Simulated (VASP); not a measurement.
# AlN (zincblende type) (F-43m) in VASP: further runs

The runs below take AlN (zincblende type) through relaxation of cell and atoms, with PBE.

Everything below comes from runs of VASP 6.6.1. Logs are shortened: lines on timing, memory, paths and dates and some standing lists are left out, and cuts for length are marked.

**1. The cell of the first run**

It takes space group F-43m (No. 216, cubic). The conventional cell has a = 3.723 Å, b = 3.723 Å, c = 3.723 Å, α = 90.00°, β = 90.00°, γ = 90.00°. Al (site symmetry -43m) has 4 N at 1.61 Å within 2.1 Å. Within 2.1 Å of N (site symmetry -43m) lie 4 Al at 1.61 Å.

**2. Relaxation of cell and atoms, PBE, target pressure 180 GPa, at which the enthalpy is minimised**

INCAR reads:

```
SYSTEM = AlN
  PREC = Accurate
  ENCUT = 600
  EDIFF = 1E-6
  ISMEAR = -1
  SIGMA = 0.08
  LREAL = .FALSE.
  LASPH = .TRUE.
  NELM = 80
  ALGO = Normal
  ISIF = 3
  LWAVE = .FALSE.
  LCHARG = .FALSE.
  GGA = PE
  IBRION = 2
  NSW = 60
  EDIFFG = -0.005
  PSTRESS = 1800.0
```

KPOINTS reads:

```
Automatic mesh
0
G
  17 17 17
  0 0 0
```

POSCAR reads:

```
AlN
1.0
    0.0000000000      1.8617442945      1.8617442945
    1.8617442945      0.0000000000      1.8617442945
    1.8617442945      1.8617442945      0.0000000000
Al N
1 1
Direct
    0.0000000000      0.0000000000      0.0000000000
    0.2500000000      0.2500000000      0.2500000000
```

Potentials or basis: VASP PAW PBE potentials, release 64 (Al, N).

Launch:

```sh
$ cat potpaw_PBE.64/Al/POTCAR potpaw_PBE.64/N/POTCAR > POTCAR
$ mpirun -np 1 vasp_std > vasp.out
```

OUTCAR:

```text
SYSTEM = AlN
   PREC = Accurate
   ENCUT = 600
   EDIFF = 1E-6
   ISMEAR = -1
   LREAL = .FALSE.
   LASPH = .TRUE.
   NELM = 80
   ISIF = 3
   GGA = PE
   IBRION = 2
   NSW = 60
   EDIFFG = -0.005
   PSTRESS = 1800.0

 ion  position               nearest neighbor table
   1  0.000  0.000  0.000-   2 1.61   2 1.61   2 1.61   2 1.61
   2  0.250  0.250  0.250-   1 1.61   1 1.61   1 1.61   1 1.61

  LATTYP: Found a face centered cubic cell.
 ALAT       =     3.7234885890

  Lattice vectors:

 A1 = (   0.0000000000,   1.8617442945,   1.8617442945)
 A2 = (   1.8617442945,   0.0000000000,   1.8617442945)
 A3 = (   1.8617442945,   1.8617442945,   0.0000000000)

Analysis of symmetry for initial positions (statically):
=====================================================================
 Subroutine PRICEL returns:
 Original cell was already a primitive cell.

 Routine SETGRP: Setting up the symmetry group for a
 face centered cubic supercell.

 Subroutine GETGRP returns: Found 24 space group operations
 (whereof 24 operations were pure point group operations)
 out of a pool of 48 trial point group operations.

The static configuration has the point symmetry T_d .

Analysis of symmetry for dynamics (positions and initial velocities):
=====================================================================
 Subroutine PRICEL returns:
 Original cell was already a primitive cell.

 Routine SETGRP: Setting up the symmetry group for a
 face centered cubic supercell.

 Subroutine GETGRP returns: Found 24 space group operations
 (whereof 24 operations were pure point group operations)
 out of a pool of 48 trial point group operations.

The dynamic configuration has the point symmetry T_d .

 Subroutine INISYM returns: Found 24 space group operations
 (whereof 24 operations are pure point group operations),
 and found     1 'primitive' translations

----------------------------------------------------------------------------------------

                                     Primitive cell

  volume of cell :      12.9060

  direct lattice vectors                    reciprocal lattice vectors
     0.000000000  1.861744295  1.861744295    -0.268565346  0.268565346  0.268565346
     1.861744295  0.000000000  1.861744295     0.268565346 -0.268565346  0.268565346
     1.861744295  1.861744295  0.000000000     0.268565346  0.268565346 -0.268565346

  length of vectors
     2.632904031  2.632904031  2.632904031     0.465168824  0.465168824  0.465168824

  position of ions in fractional coordinates (direct lattice)
     0.000000000  0.000000000  0.000000000
     0.250000000  0.250000000  0.250000000

[... 94 lines left out ...]
   IMIX   =      4    mixing-type and parameters
     AMIX     =   0.40;   BMIX     =  1.00
     AMIX_MAG =   1.60;   BMIX_MAG =  1.00
  volume/ion in A,a.u.               =       6.45        43.55
  Fermi-wavevector in a.u.,A,eV,Ry     =   1.395859  2.637790 26.509885  1.948422
  Thomas-Fermi vector in A             =   2.519269
   LORBIT       =      0    0 simple, 1 ext, 2 COOP (PROOUT), +10 PAW based schemes
   GGA     = PE    functional components
   LHFCALC =     F    Hartree Fock is set to
   AEXX    =    0.0000 exact exchange contribution
   IVDW    =     0    specifies the selected vdW correction
   LEPSILON=     F    determine dielectric tensor
   LRPA    =     F    only Hartree local field effects (RPA)
 conjugate gradient relaxation of ions
 non-spin polarized calculation
  energy-cutoff  :      600.00
  volume of cell :       12.91
 maximum number of plane-waves:       444
 NGX is ok and might be reduce to    24
   NGX = 11   NGY = 11   NGZ = 11

--------------------------------------- Ionic step        1  -------------------------------------------

 number of electron       7.9999999 magnetization

 Free energy of the ion-electron system (eV)
  ---------------------------------------------------
  ext. energy  EPLUGINS =         0.00000000
  ---------------------------------------------------
  free energy    TOTEN  =       -10.38325040 eV

  energy without entropy =      -10.38325040  energy(sigma->0) =      -10.38325040

------------------------ aborting loop because EDIFF is reached ----------------------------------------

  FORCE on cell =-STRESS in cart. coord.  units (eV):
  Direction    XX          YY          ZZ          XY          YZ          ZX
  --------------------------------------------------------------------------------------
  -------------------------------------------------------------------------------------
  Total       20.5349750     20.5349750     20.5349750      0.0000000      0.0000000      0.0000000
  in kB     2549.2631573   2549.2631573   2549.2631573      0.0000000      0.0000000      0.0000000
  external PRESSURE =     749.2631573 kB  Pullay stress =    1800.0000000 kB
[... 25 lines left out ...]
--------------------------------------- Ionic step        2  -------------------------------------------

 number of electron       7.9999998 magnetization

 E-fermi :   8.3176     XC(G=0): -11.2483

 val. band max:        6.6638565354   @ k =   0.0000   0.0000   0.0000
 cond. band min:      10.0692466066   @ k =   0.4706   0.4706   0.0000
 fundamental gap:      3.4053900712
 Fermi energy:         8.3176283707

 k-point     1 :       0.0000    0.0000    0.0000
  band No.  band energies     occupation
      1      -8.7430      2.00000
      2       6.6639      2.00000
      3       6.6639      2.00000
      4       6.6639      2.00000
      5      11.5045      0.00000
      6      19.9450      0.00000
      7      19.9450      0.00000
      8      19.9450      0.00000
[... 324 lines left out ...]
  energy  without entropy=      -12.1419218425  energy(sigma->0) =      -12.14192184

  enthalpy is  TOTEN    =         3.8675835301 eV   P V=       16.0095053727

[... ionic steps 4 to 13 ...]

--------------------------------------- Ionic step       14  -------------------------------------------

 number of electron       8.0000000 magnetization

------------------------ aborting loop because EDIFF is reached ----------------------------------------
[... 71 lines left out ...]
--------------------------------------- Ionic step       16  -------------------------------------------

 number of electron       8.0000000 magnetization

 Free energy of the ion-electron system (eV)
  ---------------------------------------------------
  ext. energy  EPLUGINS =         0.00000000
  ---------------------------------------------------
  free energy    TOTEN  =       -11.93281737 eV

  energy without entropy =      -11.93281737  energy(sigma->0) =      -11.93281737

 E-fermi :  12.1060     XC(G=0): -12.7760

 val. band max:       10.3677100425   @ k =  -0.1176   0.1176   0.0000
 cond. band min:      13.8244425756   @ k =   0.4706   0.4706   0.0000
 fundamental gap:      3.4567325330
 Fermi energy:        12.1060089521

 k-point     1 :       0.0000    0.0000    0.0000
  band No.  band energies     occupation
      1      -7.2382      2.00000
      2      10.3461      2.00000
      3      10.3461      2.00000
      4      10.3461      2.00000
      5      18.5330      0.00000
      6      27.3397      0.00000
      7      27.3397      0.00000
      8      27.3397      0.00000
[... 286 lines left out ...]
  energy  without entropy=      -11.9328173651  energy(sigma->0) =      -11.93281737

  enthalpy is  TOTEN    =         3.8614367401 eV   P V=       15.7942541053

 reached required accuracy - stopping structural energy minimisation
```

OSZICAR:

```text
N       E                     dE             d eps       ncg     rms          rms(c)
DAV:   1     0.186868933940E+02    0.18687E+02   -0.50685E+03  2688   0.101E+03
DAV:   2    -0.138889592992E+02   -0.32576E+02   -0.31694E+02  3480   0.201E+02
DAV:   3    -0.142686160738E+02   -0.37966E+00   -0.37966E+00  3256   0.254E+01
DAV:   4    -0.142692845979E+02   -0.66852E-03   -0.66852E-03  3872   0.960E-01
[... 81 lines left out ...]
DAV:   2    -0.119268600394E+02    0.78818E-06   -0.22926E-06  1448   0.124E-02
  15 F= 0.38614426E+01 E0= 0.38614426E+01  d E =-.154746E-04
       N       E                     dE             d eps       ncg     rms          rms(c)
DAV:   1    -0.119328203925E+02   -0.59596E-02   -0.64927E-05  2760   0.796E-02    0.112E-02
DAV:   2    -0.119328176224E+02    0.27701E-05   -0.94720E-06  2736   0.249E-02    0.388E-03
DAV:   3    -0.119328173652E+02    0.25722E-06   -0.54817E-07  1368   0.661E-03
  16 F= 0.38614367E+01 E0= 0.38614367E+01  d E =-.213576E-04
```

CONTCAR:

```text
AlN
   1.00000000000000
     0.0000000000000000    1.9155892925601981    1.9155892925601974
     1.9155892925601974   -0.0000000000000000    1.9155892925601974
     1.9155892925601974    1.9155892925601981    0.0000000000000000
  Al              N
     1     1
Direct
     0.0000000000000000    1.0000000000000000    1.0000000000000000
     0.2500000000000000    0.2500000000000000    0.2500000000000000

  0.00000000E+00  0.00000000E+00  0.00000000E+00
  0.00000000E+00  0.00000000E+00  0.00000000E+00
```

Wall time 56 s (1 thread of Intel Xeon Platinum 8559C (Emerald Rapids), shared host); peak memory 0.15 GiB.

Results:

| Quantity | Value |
| --- | --- |
| Free energy | -11.9328 eV |
| Relaxed volume | 7.03 Å³/atom |
| Relaxed cell | a = 2.709 Å, b = 2.709 Å, c = 2.709 Å, α = 60.00°, β = 60.00°, γ = 60.00° |
| Space group after relaxing (to 0.1 Å) | F-43m (No. 216) |
| Energy change on relaxing (the run minimises the enthalpy) | -774.8 meV/atom |
| Ionic steps | 16 |
| Pressure after relaxing | 180.1 GPa |
| Band gap on the k mesh | 3.46 eV (least direct gap 5.59 eV) |

The path:
| step | energy change (eV) | largest force (eV/Å) | pressure (GPa) | volume (Å³) |
| --- | --- | --- | --- | --- |
| 1 | 0.0000 | 0.0000 | 254.93 | 12.91 |
| 2 | -4.3321 | 0.0000 | 21.19 | 19.40 |
| 3 | -1.7587 | 0.0000 | 169.79 | 14.25 |
| 4 | -1.5617 | 0.0000 | 179.46 | 14.07 |
| 5 | -1.5348 | 0.0000 | 180.77 | 14.05 |
| 6 | -1.5355 | 0.0000 | 180.74 | 14.05 |
| 7 | -1.5377 | 0.0000 | 180.65 | 14.05 |
| 8 | -1.5377 | 0.0000 | 180.63 | 14.05 |
| 9 | -1.5377 | 0.0000 | 180.63 | 14.05 |
| 10 | -1.5378 | 0.0000 | 180.62 | 14.05 |
| 11 | -1.5380 | 0.0000 | 180.62 | 14.05 |
| 12 | -1.5384 | 0.0000 | 180.60 | 14.05 |
| 13 | -1.5391 | 0.0000 | 180.57 | 14.05 |
| 14 | -1.5406 | 0.0000 | 180.50 | 14.05 |
| 15 | -1.5436 | 0.0000 | 180.36 | 14.05 |
| 16 | -1.5496 | 0.0000 | 180.05 | 14.06 |

Final structure:
```
Al N
1.0
     0.00000    1.91559    1.91559
     1.91559    0.00000    1.91559
     1.91559    1.91559    0.00000
Al N
1 1
Direct
  0.00000 0.00000 0.00000
  0.25000 0.25000 0.25000
```

Caveat: the cell is relaxed towards a set pressure, so the run minimises the enthalpy, not the energy; an odd mesh through Γ misses points on the zone boundary, where band edges can lie.

[end of part 1 of 2]
